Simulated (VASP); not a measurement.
# Nb (Pm-3m) in VASP: further runs, part 2 of 2

VASP 6.6.1. Earlier steps stand in the parts before.

### Step 4. Single point, LDA

This run uses another cell than the first one, of 18.83 Å³/atom, 1.111 times its volume.

INCAR reads:

```
  PREC = Accurate
  ENCUT = 520
  EDIFF = 1E-6
  ISMEAR = -1
  SIGMA = 0.05
  LREAL = F
  LASPH = T
  NELM = 100
  ALGO = Normal
  ISIF = 2
  LWAVE = F
  LCHARG = F
  NBANDS = 12
```

KPOINTS reads:

```
Automatic mesh
0
Gamma
  14 14 14
```

POSCAR reads:

```
Nb
1.0
    2.6602353944      0.0000000000      0.0000000000
    0.0000000000      2.6602353944      0.0000000000
    0.0000000000      0.0000000000      2.6602353944
Nb
1
Direct
    0.0000000000      0.0000000000      0.0000000000
```

Potentials or basis: VASP PAW LDA potentials, release 64 (Nb_sv).

Launch:

```sh
cat potpaw_LDA.64/Nb_sv/POTCAR > POTCAR
mpirun -np 1 vasp_std > vasp.out
```

OUTCAR:

```text
PREC = Accurate
   ENCUT = 520
   EDIFF = 1E-6
   ISMEAR = -1
   LREAL = F
   LASPH = T
   NELM = 100
   ISIF = 2

 ion  position               nearest neighbor table
   1  0.000  0.000  0.000-

  LATTYP: Found a simple cubic cell.
 ALAT       =     2.6602353944

  Lattice vectors:

 A1 = (   2.6602353944,   0.0000000000,   0.0000000000)
 A2 = (   0.0000000000,   2.6602353944,   0.0000000000)
 A3 = (   0.0000000000,   0.0000000000,   2.6602353944)

Analysis of symmetry for initial positions (statically):
=====================================================================
 Subroutine PRICEL returns:
 Original cell was already a primitive cell.

 Routine SETGRP: Setting up the symmetry group for a
 simple cubic supercell.

 Subroutine GETGRP returns: Found 48 space group operations
 (whereof 48 operations were pure point group operations)
 out of a pool of 48 trial point group operations.

The static configuration has the point symmetry O_h .

Analysis of symmetry for dynamics (positions and initial velocities):
=====================================================================
 Subroutine PRICEL returns:
 Original cell was already a primitive cell.

 Routine SETGRP: Setting up the symmetry group for a
 simple cubic supercell.

 Subroutine GETGRP returns: Found 48 space group operations
 (whereof 48 operations were pure point group operations)
 out of a pool of 48 trial point group operations.

The dynamic configuration has the point symmetry O_h .

 Subroutine INISYM returns: Found 48 space group operations
 (whereof 48 operations are pure point group operations),
 and found     1 'primitive' translations

----------------------------------------------------------------------------------------

                                     Primitive cell

  volume of cell :      18.8261

  direct lattice vectors                    reciprocal lattice vectors
     2.660235394  0.000000000  0.000000000     0.375906584  0.000000000  0.000000000
     0.000000000  2.660235394  0.000000000     0.000000000  0.375906584  0.000000000
     0.000000000  0.000000000  2.660235394     0.000000000  0.000000000  0.375906584

  length of vectors
     2.660235394  2.660235394  2.660235394     0.375906584  0.375906584  0.375906584

  position of ions in fractional coordinates (direct lattice)
     0.000000000  0.000000000  0.000000000

  ion indices of the primitive-cell ions
   primitive index   ion index
                 1           1

----------------------------------------------------------------------------------------

 KPOINTS: Automatic mesh

Automatic generation of k-mesh.
 Grid dimensions read from file:
 generate k-points for:   14   14   14

 Generating k-lattice:

  Cartesian coordinates                     Fractional coordinates (reciprocal lattice)
     0.026850470  0.000000000  0.000000000     0.071428571  0.000000000  0.000000000
     0.000000000  0.026850470  0.000000000     0.000000000  0.071428571  0.000000000
     0.000000000  0.000000000  0.026850470     0.000000000  0.000000000  0.071428571

  Length of vectors
     0.026850470  0.026850470  0.026850470

  Shift w.r.t. Gamma in fractional coordinates (k-lattice)
     0.000000000  0.000000000  0.000000000

 Subroutine IBZKPT returns following result:
 ===========================================

 Found    120 irreducible k-points:

 Following reciprocal coordinates:
            Coordinates               Weight
  0.000000  0.000000  0.000000      1.000000
  0.071429  0.000000  0.000000      6.000000
  0.142857  0.000000  0.000000      6.000000
  0.214286  0.000000  0.000000      6.000000
  0.285714  0.000000  0.000000      6.000000
  0.357143  0.000000  0.000000      6.000000
[... 16 lines left out ...]
  0.285714  0.214286  0.000000     24.000000
  0.357143  0.214286  0.000000     24.000000
 [... further k-points ...]
   k-points           NKPTS =    120   k-points in BZ     NKDIM =    120   number of bands    NBANDS=     12
   number of dos      NEDOS =    301   number of ions     NIONS =      1
   total plane-waves  NPLWV =   8000
   dimension x,y,z NGX =    20 NGY =   20 NGZ =   20
   dimension x,y,z NGXF=    40 NGYF=   40 NGZF=   40
   ions per type =               1
   NGX,Y,Z   is equivalent  to a cutoff of  12.50, 12.50, 12.50 a.u.
   NGXF,Y,Z  is equivalent  to a cutoff of  25.00, 25.00, 25.00 a.u.
 SYSTEM =  unknown system
   PREC   = accura    normal or accurate (medium, high low for compatibility)
   ISTART =      0    job   : 0-new  1-cont  2-samecut
   ICHARG =      2    charge: 1-file 2-atom 10-const
   ISPIN  =      1    spin polarized calculation?
   LNONCOLLINEAR =      F non collinear calculations
   LSORBIT =      F    spin-orbit coupling
   LASPH  =      T    aspherical Exc in radial PAW
   ENCUT  =  520.0 eV  38.22 Ry    6.18 a.u.   4.95  4.95  4.95*2*pi/ulx,y,z
   NELM   =    100;   NELMIN=  2; NELMDL= -5     # of ELM steps
   EDIFF  = 0.1E-05   stopping-criterion for ELM
   LREAL  =      F    real-space projection
   EDIFFG = 0.1E-04   stopping-criterion for IOM
   NSW    =      0    number of steps for IOM
   IBRION =     -1    ionic relax: 0-MD 1-quasi-New 2-CG
   NFREE  =      0    steps in history (QN), initial steepest desc. (CG)
   ISIF   =      2    stress and relaxation
   ISYM   =      2    0-nonsym 1-usesym 2-fastsym
   POTIM  = 0.5000    time-step for ionic-motion
   TEBEG  =    0.0;   TEEND  =   0.0 temperature during run
   PSTRESS=    0.0 pullay stress
   NELECT =      13.0000    total number of electrons
   NUPDOWN=      -1.0000    fix difference up-down
   EMIN   =  10.00;   EMAX   =-10.00  energy-range for DOS
   EFERMI =   0.00;   METHOD = LEGACY
   ISMEAR =    -1;   SIGMA  =   0.05  broadening in eV -4-tet -1-fermi 0-gaus
   EFERMI_NEDOS =   21; number of points for ismear=-14 and -15
   IALGO  =     38    algorithm
   IMIX   =      4    mixing-type and parameters
     AMIX     =   0.40;   BMIX     =  1.00
     AMIX_MAG =   1.60;   BMIX_MAG =  1.00
  volume/ion in A,a.u.               =      18.83       127.04
  Fermi-wavevector in a.u.,A,eV,Ry     =   1.447002  2.734438 28.488091  2.093816
  Thomas-Fermi vector in A             =   2.565007
   LORBIT       =      0    0 simple, 1 ext, 2 COOP (PROOUT), +10 PAW based schemes
   GGA     = CA    functional components
   LHFCALC =     F    Hartree Fock is set to
   AEXX    =    0.0000 exact exchange contribution
   IVDW    =     0    specifies the selected vdW correction
   LEPSILON=     F    determine dielectric tensor
   LRPA    =     F    only Hartree local field effects (RPA)
 non-spin polarized calculation
  energy-cutoff  :      520.00
  volume of cell :       18.83
 maximum number of plane-waves:       520
 NGX is ok and might be reduce to    20
   NGX =  9   NGY =  9   NGZ =  9

 number of electron      13.0000001 magnetization

 Free energy of the ion-electron system (eV)
  ---------------------------------------------------
  ext. energy  EPLUGINS =         0.00000000
  ---------------------------------------------------
  free energy    TOTEN  =       -10.24310360 eV

  energy without entropy =      -10.23167518  energy(sigma->0) =      -10.23738939

 E-fermi :  10.5355     XC(G=0): -12.3685

 val. band max:       10.4552549770   @ k =   0.5000   0.0714   0.0000
 cond. band min:      10.5509288039   @ k =   0.5000   0.2143   0.2143
 fundamental gap:      0.0956738269
 Fermi energy:        10.5355216206

 k-point     1 :       0.0000    0.0000    0.0000
  band No.  band energies     occupation
      1     -43.8852      2.00000
      2     -19.1676      2.00000
      3     -19.1676      2.00000
      4     -19.1676      2.00000
      5       4.7616      2.00000
      6       7.4307      2.00000
      7       7.4307      2.00000
      8      15.9586      0.00000
      9      15.9586      0.00000
     10      15.9586      0.00000
     11      25.6239      0.00000
     12      25.6239      0.00000

 k-point     2 :       0.0714    0.0000    0.0000
  band No.  band energies     occupation
      1     -43.8735      2.00000
      2     -19.2633      2.00000
      3     -19.1595      2.00000
      4     -19.1595      2.00000
      5       4.9188      2.00000
      6       7.4729      2.00000
      7       7.6142      2.00000
      8      15.6993      0.00000
      9      15.6993      0.00000
     10      15.9765      0.00000
     11      24.8916      0.00000
     12      25.9623      0.00000
[... 316 lines left out ...]
 k-point    24 :       0.3571    0.2143    0.0000
  band No.  band energies     occupation
      1     -43.6002      2.00000
      2     -20.5214      2.00000
      3     -19.7196      2.00000
      4     -18.9720      2.00000
      5       7.7822      2.00000
      6       8.7794      2.00000
      7      10.6817      0.10197
      8      13.1471      0.00000
      9      13.4854      0.00000
     10      14.7573      0.00000
     11      21.1201      0.00000
     12      25.6371      0.00000

 [... further k-points ...]
[... 5 lines left out ...]
  --------------------------------------------------------------------------------------
  -------------------------------------------------------------------------------------
  Total       -0.0114685     -0.0114685     -0.0114685     -0.0000000      0.0000000     -0.0000000
  in kB       -0.9760156     -0.9760156     -0.9760156     -0.0000000      0.0000000     -0.0000000
  external PRESSURE =      -0.9760156 kB  Pullay stress =       0.0000000 kB

 VOLUME and BASIS-vectors are now :
 -----------------------------------------------------------------------------
  energy-cutoff  :      520.00
  volume of cell :       18.83
      direct lattice vectors                 reciprocal lattice vectors
     2.660235394  0.000000000  0.000000000     0.375906584  0.000000000  0.000000000
     0.000000000  2.660235394  0.000000000     0.000000000  0.375906584  0.000000000
     0.000000000  0.000000000  2.660235394     0.000000000  0.000000000  0.375906584

 POSITION                                       TOTAL-FORCE (eV/Angst)
 -----------------------------------------------------------------------------------
      0.00000      0.00000      0.00000         0.000000      0.000000      0.000000
 -----------------------------------------------------------------------------------
    total drift:                               -0.000000     -0.000000      0.000000

  FREE ENERGIE OF THE ION-ELECTRON SYSTEM (eV)
  ---------------------------------------------------
  free  energy   TOTEN  =       -10.2431035969 eV

  energy  without entropy=      -10.2316751825  energy(sigma->0) =      -10.23738939
```

OSZICAR:

```text
N       E                     dE             d eps       ncg     rms          rms(c)
DAV:   1     0.125313166047E+03    0.12531E+03   -0.71473E+03  2888   0.108E+03
DAV:   2    -0.442935987479E+01   -0.12974E+03   -0.12364E+03  3100   0.409E+02
DAV:   3    -0.101827869556E+02   -0.57534E+01   -0.52684E+01  4360   0.744E+01
DAV:   4    -0.105158981653E+02   -0.33311E+00   -0.33034E+00  4128   0.154E+01
DAV:   5    -0.105272190473E+02   -0.11321E-01   -0.11315E-01  4404   0.254E+00    0.706E+00
DAV:   6    -0.102592039883E+02    0.26802E+00   -0.45209E-01  4704   0.859E+00    0.269E+00
DAV:   7    -0.102389155923E+02    0.20288E-01   -0.10750E-01  4780   0.409E+00    0.870E-01
DAV:   8    -0.102430929309E+02   -0.41773E-02   -0.11892E-02  3512   0.133E+00    0.430E-02
DAV:   9    -0.102431075035E+02   -0.14573E-04   -0.10178E-03  4884   0.305E-01    0.549E-02
DAV:  10    -0.102431083564E+02   -0.85288E-06   -0.15886E-05  3492   0.295E-02    0.578E-02
DAV:  11    -0.102431038477E+02    0.45087E-05   -0.46375E-05  3464   0.124E-01    0.391E-03
DAV:  12    -0.102431035969E+02    0.25081E-06   -0.10133E-06  2268   0.182E-02
   1 F= -.10243104E+02 E0= -.10237389E+02  d E =-.114284E-01
```

It took 20 s on 1 thread of Intel Xeon Platinum 8175M at 2.50GHz (Skylake/Cascade Lake), shared host; peak memory 0.13 GiB.

What came out:

* Free energy: -10.2431 eV
* Pressure: -0.1 GPa
